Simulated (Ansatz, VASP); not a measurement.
# KTaO3: VASP beside Ansatz

INCAR

```
SYSTEM = KTaO3
ALGO     = Normal         ! electronic algorithm
EDIFF    = 1E-6           ! SCF threshold, eV
ENCUT    = 520            ! plane-wave cutoff, eV
GGA      = PS             ! functional
ISIF     = 2              ! what is computed and relaxed
ISMEAR   = 0              ! smearing method
LASPH    = .True.         ! aspherical terms in the spheres
LCHARG   = .False.        ! write CHGCAR
LREAL    = .False.        ! projectors in reciprocal space
LWAVE    = .False.        ! write WAVECAR
NBANDS   = 27             ! bands
NELM     = 80             ! most SCF steps
PREC     = Accurate       ! precision mode
SIGMA    = 0.05           ! smearing width, eV
```

KPOINTS

```
k-points
0
Gamma
  8 8 8
  0 0 0
```

File POSCAR:

```
KTaO3
1.0
    4.1441017677      0.0000000000      0.0000000000
    0.0000000000      4.1441017677      0.0000000000
    0.0000000000      0.0000000000      3.9808241581
K Ta O
1 1 3
Direct
    0.5000000000      0.5000000000      0.5000000000
    0.0000000000      0.0000000000      0.0000000000
    0.5000000000      0.0000000000      0.0000000000
    0.0000000000      0.5000000000      0.0000000000
    0.0000000000      0.0000000000      0.5000000000
```

Input for Ansatz:

```yaml
crystal:
  lattice:
    - [4.1441017677, 0.0, 0.0]
    - [0.0, 4.1441017677, 0.0]
    - [0.0, 0.0, 3.9808241581]
  atoms:
    - { symbol: K, position: [0.5, 0.5, 0.5] }
    - { symbol: Ta, position: [0.0, 0.0, 0.0] }
    - { symbol: O, position: [0.5, 0.0, 0.0] }
    - { symbol: O, position: [0.0, 0.5, 0.0] }
    - { symbol: O, position: [0.0, 0.0, 0.5] }
basis:
  ecutwfc: 520.0
kpoints:
  mp_grid: { grid: [8, 8, 8] }
hamiltonian:
  xc: pbesol
  pseudopotentials: { kind: paw }
scf:
  occupations: { method: gaussian, width: 0.05 }
output:
  forces: true
  stress: true
  eigenvalues: true
```

Alike in both runs: task single point; functional PBEsol; k mesh 8 × 8 × 8; occupations gaussian, width 0.05 eV; no spin polarisation.

|  | VASP | Ansatz |
| --- | --- | --- |
| version | VASP 6.6.1 | Ansatz 0.2.0 |
| potentials or method | VASP PAW PBE potentials, release 64 (K_sv, Ta_pv, O), cutoff 520 eV | scalar-relativistic, plane waves, PAW |
| valence electrons in the cell | 38 | 40 |

|  | VASP | Ansatz | Ansatz less VASP |
| --- | --- | --- | --- |
| gap on the k mesh at the Fermi level (eV) | 1.85 | 1.89 | +0.040 |
| least direct gap on the mesh (eV) | 2.50 | 2.53 | +0.037 |
| pressure (GPa) | -12.1 | -12.6 | -0.49 |
| traceless stress, the component that is largest in VASP (GPa) | 7.90 | 7.76 | -0.141 |

VASP's potentials were made for PBE, not for PBEsol. VASP's potentials hold 38 valence electrons a cell and Ansatz's 40, so a difference there can come from the potentials and not from the codes.

Neither program's run includes spin-orbit coupling.
